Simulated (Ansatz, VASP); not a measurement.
## ZnO: VASP beside Ansatz

```
CELL_PARAMETERS angstrom
3.33729 0.00000 0.00000
-1.66864 2.89018 0.00000
0.00000 0.00000 7.02348
ATOMIC_POSITIONS crystal
Zn 0.00000 0.00000 0.75000
Zn 0.00000 0.00000 0.25000
O 0.33333 0.66667 0.25000
O 0.66667 0.33333 0.75000
```

Change from the starting cell: strain +0.015 along x and y, -0.015 along z, atoms carried along.

Alike in both runs: task single point; functional PBE; dispersion D3(BJ); k mesh 9 × 9 × 4; occupations gaussian, width 0.05 eV; no spin polarisation.

|  | VASP | Ansatz |
| --- | --- | --- |
| version | VASP 6.6.1 | Ansatz 0.2.0 |
| potentials or method | VASP PAW PBE potentials, release 64 (Zn, O), cutoff 520 eV | scalar-relativistic, plane waves, PAW |
| valence electrons in the cell | 36 | 36 |

|  | VASP | Ansatz | Ansatz less VASP |
| --- | --- | --- | --- |
| gap on the k mesh at the Fermi level (eV) | 0.78 | 0.78 | +0.001 |
| least direct gap on the mesh (eV) | 0.78 | 0.78 | +0.001 |
| pressure (GPa) | -5.2 | -5.9 | -0.70 |
| traceless stress, the component that is largest in VASP (GPa) | 3.70 | 4.44 | +0.743 |
